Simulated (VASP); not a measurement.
Set up this calculation in VASP 6.6.1, as the native input.

- Task: single point
- Functional: PBE
- Potentials or basis: VASP PAW PBE potentials, release 64 (Pt)
- Cutoff: 520 eV
- k mesh: 18 × 18 × 18
- Occupations: gaussian, width 0.1 eV
- Spin: no spin polarisation
- Dipole correction: no
- Further INCAR settings: ALGO = Fast; EDIFF = 1e-06; NBANDS = 11

The structure of Pt lies in POSCAR:

```
Pt
1.0
    0.0000000000      1.9798474524      1.9798474524
    1.9798474524      0.0000000000      1.9798474524
    1.9798474524      1.9798474524      0.0000000000
Pt
1
Direct
    0.0000000000      0.0000000000      0.0000000000
```

One way to write it, as run:

INCAR

```
PREC     = Accurate       # precision mode
ENCUT    = 520            # plane-wave cutoff, eV
EDIFF    = 1E-6           # SCF threshold, eV
ISMEAR   = 0              # smearing method
SIGMA    = 0.1            # smearing width, eV
LREAL    = False          # projectors in reciprocal space
LASPH    = True           # aspherical terms in the spheres
NELM     = 80             # most SCF steps
ALGO     = Fast           # electronic algorithm
ISIF     = 2              # what is computed and relaxed
LWAVE    = False          # write WAVECAR
LCHARG   = False          # write CHGCAR
GGA      = PE             # functional
NBANDS   = 11             # bands
```

KPOINTS

```
Automatic mesh
0
Gamma
  18 18 18
```

Potentials or basis: VASP PAW PBE potentials, release 64 (Pt).

The run is started by

```sh
$ cat potpaw_PBE.64/Pt/POTCAR > POTCAR
$ mpirun -np 1 vasp_std > vasp.out
```

It gave:

```yaml
Pressure: 1.5 GPa
Band_gap_on_the_k_mesh: zero (band 5 reaches 11.18 eV, above the bottom of band 6 at 9.06 eV)
```

Caveat: spin-orbit coupling is left out, which moves the levels of the heavy elements.

It took 19 s on 1 thread of AMD EPYC 9R45 (Zen 5), with other jobs on the host, peak memory 0.13 GiB.
